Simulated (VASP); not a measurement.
CuO: single point with PBEsol

Crystal: CuO.

```
CELL_PARAMETERS angstrom
2.89529 -0.01585 -0.00379
0.02344 2.89522 -0.00375
0.01069 0.01059 5.08955
ATOMIC_POSITIONS crystal
Cu 0.00000 0.50000 0.00000
Cu 0.50000 0.00000 0.50000
O 0.99970 0.00030 0.75000
O 0.00030 0.99970 0.25000
```

```
Program                : VASP 6.6.1
Task                   : single point
Functional             : PBEsol
Potentials or basis    : VASP PAW PBE potentials, release 64 (Cu, O)
Cutoff                 : 520 eV
k mesh                 : 9 × 9 × 5
Occupations            : fermi-dirac, width 0.05 eV
Spin                   : no spin polarisation
Dipole correction      : no
Further INCAR settings : ALGO = Normal; EDIFF = 1e-06; NBANDS = 25
```

```json
{
 "Pressure": "0.8 GPa",
 "Band gap on the k mesh": "zero (band 17 reaches 5.91 eV, above the bottom of band 18 at 4.92 eV)"
}
```

Stress tensor (GPa, compression positive):
```
 0.63 -0.02 -0.01
-0.02  0.63 -0.01
-0.01 -0.01  1.06
```

Levels at points of the mesh, in eV from the Fermi level:
| k point | band 14 | band 15 | band 16 | band 17 | band 18 | band 19 | band 20 | band 21 |
| --- | --- | --- | --- | --- | --- | --- | --- | --- |
| (0.00, 0.00, 0.00) | -2.47 | -2.37 | -1.97 | 0.72 | 0.73 | 1.48 | 6.03 | 7.45 |

Wall time 4 min on 1 thread of AMD EPYC 7R13, with other jobs on the host, peak memory 0.2 GiB.

Caveat: the PAW data sets were made with another functional, which shifts forces and pressure a little; semilocal functionals often make such compounds metallic where correlation or magnetic order opens a gap, which also shifts bond lengths. With open d or f shells a metallic result of PBEsol can be an artefact of self-interaction; +U or a hybrid may open a gap.
